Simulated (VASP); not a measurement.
Cr, 1 atom in the cell. It takes space group R-3m (No. 166, trigonal). The conventional cell has a = 4.038 Å, b = 4.038 Å, c = 2.547 Å, α = 90.00°, β = 90.00°, γ = 120.00°. Within 3.3 Å of Cr (site symmetry -3m) lie 14 Cr at 2.48 to 2.88 Å.  This cell differs from its parent crystal: equal xy, yz and zx shear strains of +2 %.

| Property | Result |
| --- | --- |
| Program | VASP 6.6.1 |
| Task | single point |
| Functional | LDA |
| Potentials or basis | VASP PAW LDA potentials, release 64 (Cr_pv) |
| Cutoff | 520 eV |
| k mesh | 18 × 18 × 18 |
| Occupations | fermi-dirac, width 0.08 eV |
| Spin | collinear spin, ferromagnetic start |
| Starting moments | [3.0] μB |
| Dipole correction | no |
| Further INCAR settings | ALGO = Normal; EDIFF = 1e-07; NBANDS = 16 |

Potentials or basis: VASP PAW LDA potentials, release 64 (Cr_pv).

Run with:

```sh
$ cat potpaw_LDA.64/Cr_pv/POTCAR > POTCAR
$ mpirun -np 1 vasp_std > vasp.out
```

Hardware: 1 thread of Intel Xeon 8259CL (shared host).

Problem. Estimate the wall time of this run.

Solution. It took 2 min on 1 thread of Intel Xeon 8259CL, on a shared host, peak memory 0.26 GiB. Counts: scf iterations 14, k points 580.
